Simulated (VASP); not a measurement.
Here is a VASP 6.6.1 calculation.

INCAR

```
SYSTEM = ReS3
PREC     = Accurate       ! precision mode
ENCUT    = 600            ! plane-wave cutoff, eV
EDIFF    = 1E-7           ! SCF threshold, eV
ISMEAR   = 0              ! smearing method
SIGMA    = 0.1            ! smearing width, eV
LREAL    = .FALSE.        ! projectors in reciprocal space
LASPH    = .TRUE.         ! aspherical terms in the spheres
NELM     = 80             ! most SCF steps
ALGO     = Normal         ! electronic algorithm
ISIF     = 3              ! what is computed and relaxed
LWAVE    = .FALSE.        ! write WAVECAR
LCHARG   = .FALSE.        ! write CHGCAR
GGA      = PE             ! functional
IBRION   = 2              ! ionic algorithm
NSW      = 100            ! ionic steps
EDIFFG   = -0.01          ! ionic threshold
```

File KPOINTS:

```
regular mesh
0
G
  14 14 6
  0 0 0
```

POSCAR

```
ReS3
1.0
    3.3005676273      0.0000000000      0.0000000000
    0.0000000000      3.3005676273      0.0000000000
    0.0000000000      0.0000000000      8.5095106237
Re S
1 3
Direct
    0.0000000000      0.0000000000      0.0000000000
    0.0000000000      0.5000000000      0.5000000000
    0.5000000000      0.0000000000      0.5000000000
    0.5000000000      0.5000000000      0.0000000000
```

Potentials or basis: VASP PAW PBE potentials, release 64 (Re, S).

The run is started by

```sh
$ cat potpaw_PBE.64/Re/POTCAR potpaw_PBE.64/S/POTCAR > POTCAR
$ mpirun -np 1 vasp_std > vasp.out
```

Question: Predict the space group after relaxing (to 0.1 Å).

Answer: P4/mmm (No. 123).

Question: What does it give for the relaxed volume?

Answer: 23.25 Å³/atom.

Question: Predict the relaxed cell.

Answer: a = 3.306 Å, b = 3.306 Å, c = 8.509 Å, α = 90.00°, β = 90.00°, γ = 90.00°.

Final structure:
```
CELL_PARAMETERS angstrom
3.30578 0.00000 0.00000
0.00000 3.30578 0.00000
0.00000 0.00000 8.50921
ATOMIC_POSITIONS crystal
Re 0.00000 0.00000 0.00000
S 0.00000 0.50000 0.50000
S 0.50000 0.00000 0.50000
S 0.50000 0.50000 0.00000
```
